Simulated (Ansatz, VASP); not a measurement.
# MgS: VASP beside Ansatz

INCAR

```
SYSTEM = MgS
PREC = Accurate
ENCUT = 520
EDIFF = 1E-6
ISMEAR = -1
SIGMA = 0.05
LREAL = .FALSE.
LASPH = .TRUE.
NELM = 100
ALGO = Normal
ISIF = 2
LWAVE = .FALSE.
LCHARG = .FALSE.
GGA = PS
NBANDS = 16
```

KPOINTS

```
regular mesh
0
G
  8 8 4
  0 0 0
```

The input POSCAR:

```
MgS
1.0
    3.9522600636      0.0000000000      0.0000000000
   -1.9761300318      3.4227576175      0.0000000000
    0.0000000000      0.0000000000      6.3009860259
S Mg
2 2
Direct
    0.6666666667      0.3333333333      0.8792441500
    0.3333333333      0.6666666667      0.3792441500
    0.3333333333      0.6666666667      0.9957548500
    0.6666666667      0.3333333333      0.4957548500
```

Contents of input.yaml:

```yaml
crystal:
  lattice:
    - [3.9522600636, 0.0, 0.0]
    - [-1.9761300318, 3.4227576175, 0.0]
    - [0.0, 0.0, 6.3009860259]
  atoms:
    - { symbol: S, position: [0.6666666667, 0.3333333333, 0.87924415] }
    - { symbol: S, position: [0.3333333333, 0.6666666667, 0.37924415] }
    - { symbol: Mg, position: [0.3333333333, 0.6666666667, 0.99575485] }
    - { symbol: Mg, position: [0.6666666667, 0.3333333333, 0.49575485] }
kpoints:
  mp_grid: { grid: [8, 8, 4] }
scf:
  occupations: { method: fermi_dirac, width: 0.05 }
hamiltonian:
  xc: pbesol
  pseudopotentials: { kind: all_electron, lapw: { basis_error: 0.002 } }
output:
  forces: true
  stress: true
  eigenvalues: true
```

Change from the starting cell: volume scaled by 0.94.

Alike in both runs: task single point; functional PBEsol; k mesh 8 × 8 × 4; occupations fermi-dirac, width 0.05 eV; no spin polarisation.

```csv
,VASP,Ansatz
version,VASP 6.6.1,Ansatz 0.2.0
potentials or method,"VASP PAW PBE potentials, release 64 (S, Mg), cutoff 520 eV","all-electron LAPW, scalar-relativistic"
```

Ansatz gave:

* gap on the k mesh at the Fermi level (eV): 3.57
* least direct gap on the mesh (eV): 3.57
* pressure (GPa): 3.6
* traceless stress, the component that is largest in VASP (GPa): -0.42
* rms of the force components (eV/Å): 0.021

**Question.** Estimate VASP's values.

**Answer.** gap on the k mesh at the Fermi level (eV): 3.58; least direct gap on the mesh (eV): 3.58; pressure (GPa): 3.6; traceless stress, the component that is largest in VASP (GPa): -0.42; rms of the force components (eV/Å): 0.022.

VASP's potentials were made for PBE, not for PBEsol. Atom by atom the forces differ by 0.000 eV/Å (rms over components). Ansatz ran all-electron here, and VASP with PAW potentials.
